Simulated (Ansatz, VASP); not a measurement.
Ag: VASP beside Ansatz

INCAR

```
SYSTEM = Ag
ALGO     = Fast           ! electronic algorithm
EDIFF    = 1E-7           ! SCF threshold, eV
ENCUT    = 520            ! plane-wave cutoff, eV
GGA      = PE             ! functional
ISIF     = 2              ! what is computed and relaxed
ISMEAR   = 0              ! smearing method
LASPH    = .TRUE.         ! aspherical terms in the spheres
LCHARG   = .TRUE.         ! write CHGCAR
LELF     = .TRUE.         ! ELF
LREAL    = .FALSE.        ! projectors in reciprocal space
LVHAR    = .TRUE.       
LWAVE    = .FALSE.        ! write WAVECAR
NBANDS   = 30             ! bands
NELM     = 100            ! most SCF steps
PREC     = Accurate       ! precision mode
SIGMA    = 0.15           ! smearing width, eV
```

KPOINTS

```
k-points
0
G
  18 18 6
  0 0 0
```

POSCAR

```
Ag
1.0
    2.8487129616      0.0000000000      0.0000000000
   -1.4243564808      2.4670577928      0.0000000000
    0.0000000000      0.0000000000      9.2766065346
Ag
4
Direct
    0.3333333333      0.6666666667      0.2500000000
    0.6666666667      0.3333333333      0.7500000000
    0.0000000000      0.0000000000      0.0000000000
    0.0000000000      0.0000000000      0.5000000000
```

Input for Ansatz:

```yaml
crystal:
  lattice:
    - [2.8487129616, 0.0, 0.0]
    - [-1.4243564808, 2.4670577928, 0.0]
    - [0.0, 0.0, 9.2766065346]
  atoms:
    - { symbol: Ag, position: [0.3333333333, 0.6666666667, 0.25] }
    - { symbol: Ag, position: [0.6666666667, 0.3333333333, 0.75] }
    - { symbol: Ag, position: [0.0, 0.0, 0.0] }
    - { symbol: Ag, position: [0.0, 0.0, 0.5] }
basis:
  ecutwfc: 420
kpoints:
  mp_grid: { grid: [18, 18, 6] }
hamiltonian:
  xc: pbe
scf:
  occupations: { method: gaussian, width: 0.15 }
output:
  forces: true
  stress: true
  eigenvalues: true
```

Change from the starting cell: strain -0.030 along x and y, -0.030 along z, atoms carried along.

Alike in both runs: task single point; functional PBE; k mesh 18 × 18 × 6; occupations gaussian, width 0.15 eV; no spin polarisation.

```csv
,VASP,Ansatz
version,VASP 6.6.1,Ansatz 0.2.0
potentials or method,"VASP PAW PBE potentials, release 64 (Ag), cutoff 520 eV","scalar-relativistic, plane waves, PAW"
valence electrons in the cell,44,76
```

```tsv
	VASP	Ansatz	Ansatz less VASP
gap on the k mesh at the Fermi level (eV)	none	none	-
pressure (GPa)	10.6	10.8	+0.23
traceless stress, the component that is largest in VASP (GPa)	0.30	0.30	+0.006
```

A gap of «none» marks a metal or a gap that the smearing closes. With one functional, cell and mesh, what is left measures potentials, basis and numerics. VASP's potentials hold 44 valence electrons a cell and Ansatz's 76, so a difference there can come from the potentials and not from the codes.
